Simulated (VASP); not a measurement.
Write the native input for VASP 6.6.1 that does the following.

| Property | Result |
| --- | --- |
| Task | single point |
| Functional | PBEsol |
| Potentials or basis | VASP PAW PBE potentials, release 64 (Cd) |
| Cutoff | 520 eV |
| k mesh | 20 × 20 × 20 |
| Occupations | gaussian, width 0.15 eV |
| Spin | no spin polarisation |
| Dipole correction | no |
| Further INCAR settings | ALGO = Fast; EDIFF = 1e-07; NBANDS = 12 |

The structure of Cd lies in POSCAR:

```
Cd
1.0
   -1.5897302090      1.5897302090      2.2478785156
    1.5897302090     -1.5897302090      2.2478785156
    1.5897302090      1.5897302090     -2.2478785156
Cd
1
Direct
    0.0000000000      0.0000000000      0.0000000000
```

This cell differs from its parent crystal: ratio of the length along z to the lengths across it x 1.414, volume and fractional coordinates fixed.

These files were run (other wordings do the same):

INCAR

```
PREC = Accurate ; ENCUT = 520
EDIFF = 1E-7 ; ISMEAR = 0
SIGMA = 0.15 ; LREAL = False
LASPH = True ; NELM = 80
ALGO = Fast ; ISIF = 2
LWAVE = False ; LCHARG = True
GGA = PS ; LELF = True
LVHAR = True ; NBANDS = 12
```

KPOINTS

```
regular mesh
0
Gamma
  20 20 20
```

Potentials or basis: VASP PAW PBE potentials, release 64 (Cd).

Run with:

```sh
$ cat potpaw_PBE.64/Cd/POTCAR > POTCAR
$ mpirun -np 1 vasp_std > vasp.out
```

Results of the run:

* Pressure: -3.6 GPa
* Band gap on the k mesh: zero (band 6 reaches 4.21 eV, above the bottom of band 7 at 0.97 eV)

Caveat: the PAW data sets were made with another functional, which shifts forces and pressure a little.

Wall time 2.6 min on 1 thread of AMD EPYC 7R43 64-Core Processor (Zen 3) (shared host), peak memory 0.23 GiB.
